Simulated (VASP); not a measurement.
WC (zincblende type): relaxation of cell and atoms with PBE

Crystal: WC (zincblende type).

```xyz
2
Lattice="0.0000 2.3274 2.3274 2.3274 0.0000 2.3274 2.3274 2.3274 0.0000" Properties=species:S:1:pos:R:3 pbc="T T T"
W     0.0000    0.0000    0.0000
C     1.1637    1.1637    1.1637
```

```
Program                : VASP 6.6.1
Task                   : relaxation of cell and atoms
Functional             : PBE
Potentials or basis    : VASP PAW PBE potentials, release 64 (W_sv, C)
Cutoff                 : 600 eV
k mesh                 : 14 × 14 × 14
Occupations            : fermi-dirac, width 0.08 eV
Spin                   : no spin polarisation
Target pressure        : -0.037 GPa
Dipole correction      : no
Further INCAR settings : ALGO = Normal; EDIFF = 1e-06; IBRION = 2; EDIFFG = -0.005; NSW = 60; ISIF = 3
```

* Relaxed volume: 13.00 Å³/atom
* Relaxed cell: a = 3.326 Å, b = 3.326 Å, c = 3.326 Å, α = 60.00°, β = 60.00°, γ = 60.00°
* Space group after relaxing (to 0.1 Å): F-43m (No. 216)
* Energy change on relaxing (the run minimises the enthalpy): -10.3 meV/atom
* Ionic steps: 4
* Pressure after relaxing: -0.1 GPa
* Band gap on the k mesh: zero (bands 9 and 10 overlap by 1.25 eV)

The path:
| step | energy change (eV) | largest force (eV/Å) | pressure (GPa) | volume (Å³) |
| --- | --- | --- | --- | --- |
| 1 | 0.0000 | 0.0000 | 8.62 | 25.21 |
| 2 | 0.0683 | 0.0000 | -15.11 | 27.78 |
| 3 | -0.0206 | 0.0000 | -0.21 | 26.02 |
| 4 | -0.0206 | 0.0000 | -0.08 | 26.01 |

Final structure:
```yaml
crystal:
  lattice:
    - [0.00000, 2.35157, 2.35157]
    - [2.35157, 0.00000, 2.35157]
    - [2.35157, 2.35157, 0.00000]
  atoms:
    - { symbol: W, position: [0.00000, 0.00000, 0.00000] }
    - { symbol: C, position: [0.25000, 0.25000, 0.25000] }
```

Levels at points of the mesh, in eV from the Fermi level:
| k point | band 5 | band 6 | band 7 | band 8 | band 9 | band 10 | band 11 | band 12 | band 13 |
| --- | --- | --- | --- | --- | --- | --- | --- | --- | --- |
| (0.00, 0.00, 0.00) | -13.69 | -5.59 | -5.59 | -5.59 | -0.02 | -0.02 | 2.68 | 7.55 | 7.55 |
| (0.50, 0.00, 0.00) | -11.78 | -5.55 | -4.89 | -4.89 | 0.83 | 0.83 | 1.19 | 5.03 | 5.03 |
| (0.50, 0.50, 0.00) | -11.07 | -7.28 | -2.66 | -2.66 | -2.09 | 1.54 | 1.81 | 2.76 | 2.76 |

It took 2.2 min on 1 thread of Intel Xeon 8259CL, with other jobs on the host, peak memory 0.2 GiB.

Caveat: the cell is relaxed towards a set pressure, so the run minimises the enthalpy, not the energy; spin-orbit coupling is left out, which moves the levels of the heavy elements.
